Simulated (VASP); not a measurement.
Wanted: the native input for a VASP 6.6.1 run.

```yaml
Task: single point
Functional: PBEsol
Potentials_or_basis: VASP PAW PBE potentials, release 64 (Al, Ni)
Cutoff: 520 eV
k_mesh: 18 × 18 × 18
Occupations: gaussian, width 0.1 eV
Spin: no spin polarisation
Dipole_correction: no
Further_INCAR_settings: ALGO = Fast; EDIFF = 1e-06; NBANDS = 14
```

The structure of AlNi lies in POSCAR:

```
AlNi
1.0
    2.8793489255      0.0000000000      0.0000000000
    0.0000000000      2.8793489255      0.0000000000
    0.0000000000      0.0000000000      2.8194159173
Al Ni
1 1
Direct
    0.5000000000      0.5000000000      0.5000000000
    0.0000000000      0.0000000000      0.0000000000
```

This cell differs from its parent crystal: uniaxial strain along c: -1.5 %, then relaxed in part.

One way to write it, as run:

INCAR

```
SYSTEM = AlNi
PREC     = Accurate       ! precision mode
ENCUT    = 520            ! plane-wave cutoff, eV
EDIFF    = 1E-6           ! SCF threshold, eV
ISMEAR   = 0              ! smearing method
SIGMA    = 0.1            ! smearing width, eV
LREAL    = .False.        ! projectors in reciprocal space
LASPH    = .True.         ! aspherical terms in the spheres
NELM     = 80             ! most SCF steps
ALGO     = Fast           ! electronic algorithm
ISIF     = 2              ! what is computed and relaxed
LWAVE    = .False.        ! write WAVECAR
LCHARG   = .False.        ! write CHGCAR
GGA      = PS             ! functional
NBANDS   = 14             ! bands
```

KPOINTS

```
regular mesh
0
Gamma
  18 18 18
  0 0 0
```

Potentials or basis: VASP PAW PBE potentials, release 64 (Al, Ni).

The run is started by

```bash
$ cat potpaw_PBE.64/Al/POTCAR potpaw_PBE.64/Ni/POTCAR > POTCAR
$ mpirun -np 1 vasp_std > vasp.out
```

Results of the run:

```
Pressure               : 0.5 GPa
Band gap on the k mesh : zero (an odd number of electrons rules out a gap without spin polarisation)
```

Caveat: the cell differs from its parent crystal (uniaxial strain along c: -1.5 %, then relaxed in part); the PAW data sets were made with another functional, which shifts forces and pressure a little.

Run time: 110 s on 1 thread of AMD EPYC 9R45 96-Core Processor (Zen 5), with other jobs on the host, peak memory 0.26 GiB.
